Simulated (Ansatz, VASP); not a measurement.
# One calculation of LiSb7, two programs

```
CELL_PARAMETERS angstrom
6.12112 0.00000 0.00000
-3.06056 5.30104 0.00000
0.00000 0.00000 7.07561
ATOMIC_POSITIONS crystal
Li 0.00000 0.00000 0.50000
Sb 0.40785 0.00000 0.71638
Sb 0.00000 0.40785 0.71638
Sb 0.59215 0.59215 0.71638
Sb 0.40785 0.00000 0.28362
Sb 0.00000 0.40785 0.28362
Sb 0.59215 0.59215 0.28362
Sb 0.00000 0.00000 0.00000
```

Alike in both runs: functional PBE; k mesh 6 × 6 × 2; occupations gaussian, width 0.1 eV; no spin polarisation.

Ansatz relaxed the structure, and its values are those at the end. VASP's run is a single point on that final structure, the one shown.

|  | VASP | Ansatz |
| --- | --- | --- |
| version | VASP 6.6.1 | Ansatz 0.2.0 |
| potentials or method | VASP PAW PBE potentials, release 64 (Li_sv, Sb), cutoff 520 eV | scalar-relativistic, plane waves, PAW |
| valence electrons in the cell | 38 | 108 |

VASP gave:

- gap on the k mesh at the Fermi level (eV): none
- rms of the force components (eV/Å): 0.015

Problem. What did Ansatz give for the same quantities?

Solution. gap on the k mesh at the Fermi level (eV): none; rms of the force components (eV/Å): 0.019.

A gap of «none» marks a metal or a gap that the smearing closes. VASP's potentials hold 38 valence electrons a cell and Ansatz's 108, so a difference there can come from the potentials and not from the codes.

The k mesh is coarse, so the values compare programs but aren't converged. Neither program's run includes spin-orbit coupling. Noted on VASP's run: the cutoff is under 1.25 times that of the potentials, so the pressure is a little rough.
